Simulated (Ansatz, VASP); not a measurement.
**Mg3Sn2N2 in VASP and in Ansatz**

```xyz
7
Lattice="3.3213 0.0000 0.0000 -1.6606 2.8763 0.0000 0.0000 0.0000 12.6187" Properties=species:S:1:pos:R:3 pbc="T T T"
Mg    0.0000    0.0000    0.0000
Mg    1.6606    0.9588    2.0819
Mg    0.0000    1.9175   10.5368
Sn    0.0000    1.9175    4.8749
Sn    1.6606    0.9588    7.7438
N     0.0000    1.9175    1.3447
N     1.6606    0.9588   11.2740
```

Alike in both runs: functional PBE; k mesh 12 × 12 × 4; occupations gaussian, width 0.1 eV; no spin polarisation.

Ansatz relaxed the structure, and its values are those at the end. VASP's run is a single point on that final structure, the one shown.

```csv
,VASP,Ansatz
version,VASP 6.6.1,Ansatz 0.2.0
potentials or method,"VASP PAW PBE potentials, release 64 (Mg, Sn_d, N), cutoff 520 eV","scalar-relativistic, plane waves, PAW"
valence electrons in the cell,44,68
```

```csv
,VASP,Ansatz,Ansatz less VASP
gap on the k mesh at the Fermi level (eV),none,none,-
pressure (GPa),-0.2,0.0,+0.20
rms of the force components (eV/Å),0.007,0.001,-0.0060
```

A gap of «none» marks a metal or a gap that the smearing closes. The functional is the same, so the differences come from potentials, cutoffs and numerics. VASP's potentials hold 44 valence electrons a cell and Ansatz's 68, so a difference there can come from the potentials and not from the codes.
